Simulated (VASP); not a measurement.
# MgS (Fm-3m) in VASP: a series of runs

Runs on MgS. Level: LDA. Tasks: elastic constants.

All numbers are computed with VASP 6.6.1; they aren't measurements. Logs are shortened: lines on timing, memory, paths and dates and some standing lists are left out, and cuts for length are marked.

### 1 The cell of the first run

Symmetry: Fm-3m, No. 225, cubic system. The conventional cell has a = 4.901 Å, b = 4.901 Å, c = 4.901 Å, α = 90.00°, β = 90.00°, γ = 90.00°. Mg (site symmetry m-3m) has 6 S at 2.45 Å within 3.2 Å. Within 3.2 Å of S (site symmetry m-3m) lie 6 Mg at 2.45 Å.

### 2 Elastic constants, LDA

File INCAR:

```
  PREC = Accurate
  ENCUT = 600
  EDIFF = 1E-8
  ISMEAR = 0
  SIGMA = 0.01
  LREAL = False
  LASPH = True
  NELM = 60
  ALGO = Normal
  ISIF = 3
  LWAVE = False
  LCHARG = True
  NBANDS = 11
  IBRION = 6
  NFREE = 2
  POTIM = 0.015
  NSW = 1
```

File KPOINTS:

```
regular mesh
0
Gamma
  8 8 8
```

File POSCAR:

```
MgS
1.0
    0.0000000000      2.4505819593      2.4505819593
    2.4505819593      0.0000000000      2.4505819593
    2.4505819593      2.4505819593      0.0000000000
Mg S
1 1
Direct
    0.0000000000      0.0000000000      0.0000000000
    0.5000000000      0.5000000000      0.5000000000
```

Potentials or basis: VASP PAW LDA potentials, release 64 (Mg, S).

On the command line:

```sh
$ cat potpaw_LDA.64/Mg/POTCAR potpaw_LDA.64/S/POTCAR > POTCAR
$ mpirun -np 1 vasp_std > vasp.out
```

OUTCAR:

```text
PREC = Accurate
   ENCUT = 600
   EDIFF = 1E-8
   ISMEAR = 0
   LREAL = False
   LASPH = True
   NELM = 60
   ISIF = 3
   IBRION = 6
   NFREE = 2
   POTIM = 0.015
   NSW = 1

 ion  position               nearest neighbor table
   1  0.000  0.000  0.000-   2 2.45   2 2.45   2 2.45   2 2.45   2 2.45   2 2.45
   2  0.500  0.500  0.500-   1 2.45   1 2.45   1 2.45   1 2.45   1 2.45   1 2.45

  LATTYP: Found a face centered cubic cell.
 ALAT       =     4.9011639186

  Lattice vectors:

 A1 = (   0.0000000000,   2.4505819593,   2.4505819593)
 A2 = (   2.4505819593,   0.0000000000,   2.4505819593)
 A3 = (   2.4505819593,   2.4505819593,   0.0000000000)

Analysis of symmetry for initial positions (statically):
=====================================================================
 Subroutine PRICEL returns:
 Original cell was already a primitive cell.

 Routine SETGRP: Setting up the symmetry group for a
 face centered cubic supercell.

 Subroutine GETGRP returns: Found 48 space group operations
 (whereof 48 operations were pure point group operations)
 out of a pool of 48 trial point group operations.

The static configuration has the point symmetry O_h .

Analysis of symmetry for dynamics (positions and initial velocities):
=====================================================================
 Subroutine PRICEL returns:
 Original cell was already a primitive cell.

 Routine SETGRP: Setting up the symmetry group for a
 face centered cubic supercell.

 Subroutine GETGRP returns: Found 48 space group operations
 (whereof 48 operations were pure point group operations)
 out of a pool of 48 trial point group operations.

The dynamic configuration has the point symmetry O_h .

 Subroutine INISYM returns: Found 48 space group operations
 (whereof 48 operations are pure point group operations),
 and found     1 'primitive' translations

[... 671 lines left out ...]
      6      11.6603      0.00000
      7      14.1887      0.00000
      8      15.4945      0.00000
      9      18.2508      0.00000
     10      20.0864      0.00000
     11      21.8274      0.00000

 [... further k-points ...]

------------------------ aborting loop because EDIFF is reached ----------------------------------------

  FORCE on cell =-STRESS in cart. coord.  units (eV):
  Direction    XX          YY          ZZ          XY          YZ          ZX
  --------------------------------------------------------------------------------------
  -------------------------------------------------------------------------------------
  Total        2.6595562      2.6496188      2.6496188      0.0000000      0.0000000     -0.0000000
  in kB      144.7711602    144.2302254    144.2302254      0.0000000      0.0000000     -0.0000000
  external PRESSURE =     144.4105370 kB  Pullay stress =       0.0000000 kB
[... 17 lines left out ...]
  FREE ENERGIE OF THE ION-ELECTRON SYSTEM (eV)
  ---------------------------------------------------
  free  energy   TOTEN  =        -9.4275342772 eV

  energy  without entropy=       -9.4275342772  energy(sigma->0) =       -9.42753428

 INTERNAL STRAIN TENSORS FROM STRAINED CELLS
 ============================================

 INTERNAL STRAIN TENSOR FOR ION    1 for displacements in x,y,z  (eV/Angst):
          X           Y           Z          XY          YZ          ZX
  --------------------------------------------------------------------------------
  x     0.00000    -0.00000    -0.00000    -0.00000    -0.00000    -0.00000
  y     0.00000    -0.00000     0.00000     0.00000    -0.00000    -0.00000
  z    -0.00000     0.00000    -0.00000     0.00000     0.00000     0.00000

 INTERNAL STRAIN TENSORS FROM DISPLACED ATOMS
 ============================================

 INTERNAL STRAIN TENSOR FOR ION    1 for displacements in x,y,z  (eV/Angst):
          X           Y           Z          XY          YZ          ZX
  --------------------------------------------------------------------------------
  x     0.00000     0.00000     0.00000     0.00000     0.00000     0.00000
  y     0.00000     0.00000     0.00000     0.00000     0.00000     0.00000
  z     0.00000     0.00000     0.00000     0.00000     0.00000     0.00000

 INTERNAL STRAIN TENSOR FOR ION    2 for displacements in x,y,z  (eV/Angst):
          X           Y           Z          XY          YZ          ZX
  --------------------------------------------------------------------------------
  x     0.00000     0.00000     0.00000     0.00000     0.00000     0.00000
  y     0.00000     0.00000     0.00000     0.00000     0.00000     0.00000
  z     0.00000     0.00000     0.00000     0.00000     0.00000     0.00000

 Eigenvectors and eigenvalues of the dynamical matrix
 ----------------------------------------------------

   1 f  =   10.475270 THz    65.818065 2PiTHz  349.417411 cm-1    43.322218 meV
             X         Y         Z           dx          dy          dz
      0.000000  0.000000  0.000000    -0.295395   -0.694022    0.000000
      2.450582  2.450582  2.450582     0.257130    0.604119    0.000000
[... 21 lines left out ...]
   6 f/i=    0.000915 THz     0.005750 2PiTHz    0.030527 cm-1     0.003785 meV
             X         Y         Z           dx          dy          dz
      0.000000  0.000000  0.000000     0.056090    0.095039    0.647222
      2.450582  2.450582  2.450582     0.064437    0.109182    0.743540

--------------------------------------------------------------------------------------------------------

 ELASTIC MODULI CONTR FROM IONIC RELAXATION (kBar)
 Direction    XX          YY          ZZ          XY          YZ          ZX
 --------------------------------------------------------------------------------
 XX           0.0000      0.0000      0.0000      0.0000      0.0000      0.0000
 YY           0.0000      0.0000      0.0000      0.0000      0.0000      0.0000
 ZZ           0.0000      0.0000      0.0000      0.0000      0.0000      0.0000
 XY           0.0000      0.0000      0.0000      0.0000      0.0000      0.0000
 YZ           0.0000      0.0000      0.0000      0.0000      0.0000      0.0000
 ZX           0.0000      0.0000      0.0000      0.0000      0.0000      0.0000
 --------------------------------------------------------------------------------

 TOTAL ELASTIC MODULI (kBar)
 Direction    XX          YY          ZZ          XY          YZ          ZX
 --------------------------------------------------------------------------------
 XX        2829.3949    487.5939    487.5939      0.0000      0.0000     -0.0000
 YY         487.5939   2829.3949    487.5939      0.0000     -0.0000     -0.0000
 ZZ         487.5939    487.5939   2829.3949      0.0000      0.0000     -0.0000
 XY           0.0000      0.0000      0.0000    651.6885     -0.0000      0.0000
 YZ           0.0000     -0.0000      0.0000     -0.0000    651.6885     -0.0000
 ZX          -0.0000     -0.0000     -0.0000      0.0000     -0.0000    651.6885
 --------------------------------------------------------------------------------
```

stdout:

```text
POSCAR found type information on POSCAR MgS
 POSCAR found :  2 types and       2 ions
 scaLAPACK will be used
 LDA part: xc-table for (Slater(with rela. corr.)+CA(PZ))
 , standard interpolation
 POSCAR, INCAR and KPOINTS ok, starting setup
 FFT: planning ... GRIDC
 FFT: planning ... GRID_SOFT
 FFT: planning ... GRID
 WAVECAR not read
 entering main loop
 Found     2 degrees of freedom:
 Adding 6 more for cell shape distortion
 Finite differences POTIM= 0.01500 DOF=   8
 bond charge predicted
 Finite differences progress:
 bond charge predicted
 Finite differences progress:
 bond charge predicted
 Finite differences progress:
 bond charge predicted
 Finite differences progress:
 bond charge predicted
 Finite differences progress:
 bond charge predicted
 Finite differences progress:
 bond charge predicted
 Finite differences progress:
 bond charge predicted
 Finite differences progress:
 bond charge predicted
 Finite differences progress:
 bond charge predicted
 Finite differences progress:
 bond charge predicted
 Finite differences progress:
 bond charge predicted
 Finite differences progress:
 bond charge predicted
 Finite differences progress:
 bond charge predicted
 Finite differences progress:
 bond charge predicted
 Finite differences progress:
 bond charge predicted
 Finite differences progress:
```

It took 3.1 min on 1 thread of Intel Xeon 6975P-C (Granite Rapids), shared host; peak memory 0.24 GiB.

What came out:

- Elastic constants C11, C12, C44: 283, 49, 65 GPa
- Voigt bulk modulus: 127 GPa
- Highest phonon frequency at Γ, LO-TO splitting left out: 349 cm⁻¹

Phonon frequencies in cm⁻¹ (negative: imaginary):
| q point | frequencies |
| --- | --- |
| (0.000, 0.000, 0.000) | 0 0 0 349 349 349 |

Elastic tensor in Voigt notation (GPa, in the Cartesian axes of the cell as first typed):
```
283  49  49   0   0   0
 49 283  49   0   0   0
 49  49 283   0   0   0
  0   0   0  65   0   0
  0   0   0   0  65   0
  0   0   0   0   0  65
```

Clamped-ion elastic tensor (GPa):
```
283  49  49   0   0   0
 49 283  49   0   0   0
 49  49 283   0   0   0
  0   0   0  65   0   0
  0   0   0   0  65   0
  0   0   0   0   0  65
```

Caveat: the cell is under stress, which shifts elastic constants.

### 3 Elastic constants, LDA

This run uses another cell than the first one, of 15.29 Å³/atom.

File INCAR:

```
PREC = Accurate
ENCUT = 600
EDIFF = 1E-8
ISMEAR = 0
SIGMA = 0.01
LREAL = False
LASPH = True
NELM = 100
ALGO = Normal
ISIF = 3
LWAVE = False
LCHARG = False
IBRION = 6
NFREE = 2
POTIM = 0.015
NSW = 1
```

KPOINTS is that of step 2.

File POSCAR:

```
MgS
1.0
    0.0000000000      2.4819229680      2.4819229680
    2.4819229680      0.0000000000      2.4819229680
    2.4819229680      2.4819229680      0.0000000000
Mg S
1 1
Direct
    0.0000000000      0.0000000000      0.0000000000
    0.5000000000      0.5000000000      0.5000000000
```

Potentials or basis: VASP PAW LDA potentials, release 64 (Mg, S).

On the command line:

```sh
$ cat potpaw_LDA.64/Mg/POTCAR potpaw_LDA.64/S/POTCAR > POTCAR
$ mpirun -np 1 vasp_std > vasp.out
```

Wall time 2 min (1 thread of Intel Xeon 6975P-C (Granite Rapids), shared host); peak memory 0.21 GiB.

The run converged. Its results:

| Quantity | Value |
| --- | --- |
| Elastic constants C11, C12, C44 | 245, 47, 63 GPa |
| Voigt bulk modulus | 113 GPa |
| Highest phonon frequency at Γ, LO-TO splitting left out | 322 cm⁻¹ |

Phonon frequencies in cm⁻¹ (negative: imaginary):
```tsv
q point	frequencies
(0.000, 0.000, 0.000)	0 0 0 322 322 322
```

Elastic tensor in Voigt notation (GPa, in the Cartesian axes of the cell as first typed):
```
245  47  47   0   0   0
 47 245  47   0   0   0
 47  47 245   0   0   0
  0   0   0  63   0   0
  0   0   0   0  63   0
  0   0   0   0   0  63
```

Clamped-ion elastic tensor (GPa):
```
245  47  47   0   0   0
 47 245  47   0   0   0
 47  47 245   0   0   0
  0   0   0  63   0   0
  0   0   0   0  63   0
  0   0   0   0   0  63
```

Caveat: the cell is under stress, which shifts elastic constants.
